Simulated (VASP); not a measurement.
Set up this calculation in VASP 6.6.1, as the native input.

- Task: single point
- Functional: LDA
- Potentials or basis: VASP PAW LDA potentials, release 64 (Ge_d)
- Cutoff: 520 eV
- k mesh: 6 × 6 × 6
- Occupations: gaussian, width 0.025 eV
- Spin: no spin polarisation
- Dipole correction: no
- Further INCAR settings: ALGO = Normal; EDIFF = 1e-06; NBANDS = 36

The structure of Ge lies in POSCAR:

```
Ge
1.0
    0.0000000000      2.8857400000      5.1156650000
    2.6304970000      0.0000000000      5.1156650000
    2.6304970000      2.8857400000      0.0000000000
Ge
4
Direct
    0.7818670000      0.7818670000      0.2181330000
    0.2181330000      0.2181330000      0.7818670000
    0.2735100000      0.7264900000      0.2735100000
    0.7264900000      0.2735100000      0.7264900000
```

The input as run:

INCAR

```
SYSTEM = Ge
ALGO = Normal
EDIFF = 1E-6
ENCUT = 520
ISIF = 2
ISMEAR = 0
LASPH = .TRUE.
LCHARG = .FALSE.
LREAL = .FALSE.
LWAVE = .FALSE.
NBANDS = 36
NELM = 100
PREC = Accurate
SIGMA = 0.025
```

KPOINTS

```
k-points
0
G
  6 6 6
  0 0 0
```

Potentials or basis: VASP PAW LDA potentials, release 64 (Ge_d).

The run is started by

```console
$ cat potpaw_LDA.64/Ge_d/POTCAR > POTCAR
$ mpirun -np 1 vasp_std > vasp.out
```

Results of the run:

* Pressure: -5.0 GPa
* Largest force: 0.069 eV/Å
* Band gap on the k mesh: zero (band 28 reaches 7.44 eV, above the bottom of band 29 at 4.22 eV)

It took 2.3 min on 1 thread of Intel(R) Xeon(R) Platinum 8259CL CPU @ 2.50GHz (Skylake/Cascade Lake), with other jobs on the host, peak memory 0.25 GiB.
